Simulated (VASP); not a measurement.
# WS2: single point with PBE+D3(BJ)

WS2:

```
CELL_PARAMETERS angstrom
1.61015 0.92962 6.03958
-1.61015 0.92962 6.03958
0.00000 -1.85924 6.03958
ATOMIC_POSITIONS crystal
W 0.99934 0.99934 0.99934
S 0.75278 0.75278 0.75278
S 0.57917 0.57917 0.57917
```

```yaml
Program: VASP 6.6.1
Task: single point
Functional: PBE
Dispersion: D3(BJ)
Potentials_or_basis: VASP PAW PBE potentials, release 64 (W_sv, S)
Cutoff: 520 eV
k_mesh: 12 × 12 × 12
Occupations: gaussian, width 0.05 eV
Spin: no spin polarisation
Dipole_correction: no
Further_INCAR_settings: ALGO = Normal; EDIFF = 1e-07; NBANDS = 20
```

The pressure is -6.0 GPa, the largest force is 0.414 eV/Å and the band gap on the k mesh is 0.93 eV (least direct gap 1.70 eV). The dispersion energy per atom is -0.419 eV.

Forces in eV/Å, atoms in the order of the input:
```
W    0.000  0.000  0.001
S    0.000  0.000 -0.414
S    0.000  0.000  0.412
```

Stress tensor (GPa, compression positive):
```
-6.97  0.00  0.00
 0.00 -6.97  0.00
 0.00  0.00 -4.04
```

Levels at points of the mesh, in eV from the valence-band top:
| k point | band 9 | band 10 | band 11 | band 12 | band 13 | band 14 | band 15 | band 16 | band 17 | band 18 |
| --- | --- | --- | --- | --- | --- | --- | --- | --- | --- | --- |
| (0.00, 0.00, 0.00) | -3.59 | -2.45 | -2.45 | -1.33 | -1.17 | 1.92 | 1.92 | 2.24 | 2.24 | 4.28 |
| (0.50, 0.00, 0.00) | -5.25 | -4.20 | -2.55 | -1.99 | -1.75 | 1.97 | 2.30 | 3.37 | 3.48 | 4.29 |
| (0.50, 0.50, 0.00) | -4.91 | -4.08 | -3.21 | -2.25 | -1.61 | 1.91 | 2.42 | 2.95 | 4.08 | 4.82 |
| (0.50, 0.50, 0.50) | -3.61 | -3.61 | -2.39 | -2.39 | 0.00 | 2.01 | 2.01 | 2.10 | 2.10 | 4.59 |

It took 4.8 min on 1 thread of AMD EPYC 9R45 (Zen 5) (shared host), peak memory 0.41 GiB.

Caveat: the cell stands under tension; spin-orbit coupling is left out, which moves the levels of the heavy elements. A k mesh can miss the band edges.
